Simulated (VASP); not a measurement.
Crystal: B6Pd.

```
B Pd
1.0
     3.85901    0.00000    0.00000
     0.00000    3.85901    0.00000
     0.00000    0.00000    3.85901
B Pd
6 1
Direct
  0.28974 0.00000 0.50000
  0.71026 0.00000 0.50000
  0.50000 0.28974 0.00000
  0.50000 0.71026 0.00000
  0.00000 0.50000 0.28974
  0.00000 0.50000 0.71026
  0.50000 0.50000 0.50000
```

The cell was generated, and may not be a known phase.

- Program: VASP 6.6.1
- Task: relaxation of cell and atoms
- Functional: PBE
- Potentials or basis: VASP PAW PBE potentials, release 64 (B, Pd)
- Cutoff: 600 eV
- k mesh: 4 × 4 × 4
- Occupations: gaussian, width 0.1 eV
- Spin: no spin polarisation

At the start: pressure 39.5 GPa; volume 8.21 Å³/atom.

Question: How do energy, volume and symmetry change on relaxing?

Answer: Over 10 steps the energy falls by 721.9 meV/atom and the volume is 8.47 Å³/atom (+3.2 %); space group Pm-3 (No. 200, to 0.1 Å) before and after.

The path:
| step | energy change (eV) | largest force (eV/Å) | pressure (GPa) | volume (Å³) |
| --- | --- | --- | --- | --- |
| 1 | 0.0000 | 4.8200 | 39.49 | 57.47 |
| 2 | -2.5519 | 1.3942 | -30.90 | 75.99 |
| 3 | -2.9345 | 1.8415 | -20.74 | 69.01 |
| 4 | -4.9321 | 0.6353 | -9.63 | 62.05 |
| 5 | -5.0231 | 0.4222 | -3.22 | 60.51 |
| 6 | -5.0266 | 0.1761 | -4.66 | 60.80 |
| 7 | -5.0458 | 0.2800 | 0.30 | 59.08 |
| 8 | -5.0505 | 0.1400 | -1.33 | 59.60 |
| 9 | -5.0517 | 0.1119 | 1.07 | 59.06 |
| 10 | -5.0533 | 0.0003 | 0.03 | 59.29 |

Final structure:
```yaml
crystal:
  lattice:
    - [3.89938, 0.00000, 0.00000]
    - [0.00000, 3.89938, 0.00000]
    - [0.00000, 0.00000, 3.89938]
  atoms:
    - { symbol: B, position: [0.21157, 0.00000, 0.50000] }
    - { symbol: B, position: [0.78843, 0.00000, 0.50000] }
    - { symbol: B, position: [0.50000, 0.21157, 0.00000] }
    - { symbol: B, position: [0.50000, 0.78843, 0.00000] }
    - { symbol: B, position: [0.00000, 0.50000, 0.21157] }
    - { symbol: B, position: [0.00000, 0.50000, 0.78843] }
    - { symbol: Pd, position: [0.50000, 0.50000, 0.50000] }
```

Caveat: the k points lie up to 0.40 Å⁻¹ apart in the final cell, too coarse for converged energies and pressures of a metal.
